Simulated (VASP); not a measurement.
A run of VASP 6.6.1:

INCAR

```
PREC = Accurate
ENCUT = 520
EDIFF = 1E-7
ISMEAR = 0
SIGMA = 0.1
LREAL = F
LASPH = T
NELM = 80
ALGO = Normal
ISIF = 2
LWAVE = F
LCHARG = F
GGA = PE
NBANDS = 24
```

File KPOINTS:

```
regular mesh
0
Gamma
  12 12 8
```

POSCAR

```
Zr2B3
1.0
    4.5247380060      0.0000000000      0.0000000000
   -2.2623690030      3.9185380587      0.0000000000
    0.0000000000      0.0000000000      4.6966115171
Zr B
2 3
Direct
    0.3333333333      0.6666666667      0.5000000000
    0.6666666667      0.3333333333      0.5000000000
    0.0000000000      0.0000000000      0.6674604312
    0.0000000000      0.0000000000      0.3325395688
    0.0000000000      0.0000000000      0.0000000000
```

Potentials or basis: VASP PAW PBE potentials, release 64 (Zr_sv, B).

The run is started by

```sh
$ cat potpaw_PBE.64/Zr_sv/POTCAR potpaw_PBE.64/B/POTCAR > POTCAR
$ mpirun -np 1 vasp_std > vasp.out
```

Hardware: 1 thread of Intel Xeon 8259CL, on a shared host.

Question: Estimate the wall time of this run.

Answer: Run time: 5.3 min on 1 thread of Intel Xeon 8259CL, on a shared host, peak memory 0.31 GiB. Counts: scf iterations 16, k points 95.
